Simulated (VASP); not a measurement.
The system is YAu.

```
Y Au
1.0
     3.55900    0.00000    0.00000
     0.00000    3.55900    0.00000
     0.00000    0.00000    3.55900
Y Au
1 1
Direct
  0.50000 0.50000 0.50000
  0.00000 0.00000 0.00000
```

Base run:

* Program: VASP 6.6.1
* Functional: PBEsol
* Potentials or basis: VASP PAW PBE potentials, release 64 (Y_sv, Au)
* Cutoff: 520 eV
* k mesh: 9 × 9 × 9
* Occupations: methfessel-paxton, width 0.1 eV
* Spin: non-collinear spin, zero start, spin-orbit coupling
* Starting moments: [[0.0, 0.0, 0.0], [0.0, 0.0, 0.0]] μB

Its results: pressure -1.5 GPa.

**Question.** The run is repeated on the same cell with these changes: spin from non-collinear spin, zero start, spin-orbit coupling to no spin polarisation; further incar settings from ALGO = Normal; EDIFF = 1e-06; NBANDS = 34 to ALGO = Normal; EDIFF = 1e-06; NBANDS = 18. What comes out?

**Answer.** Pressure -0.9 GPa.

Caveats: the PAW data sets were made with another functional, which shifts forces and pressure a little.
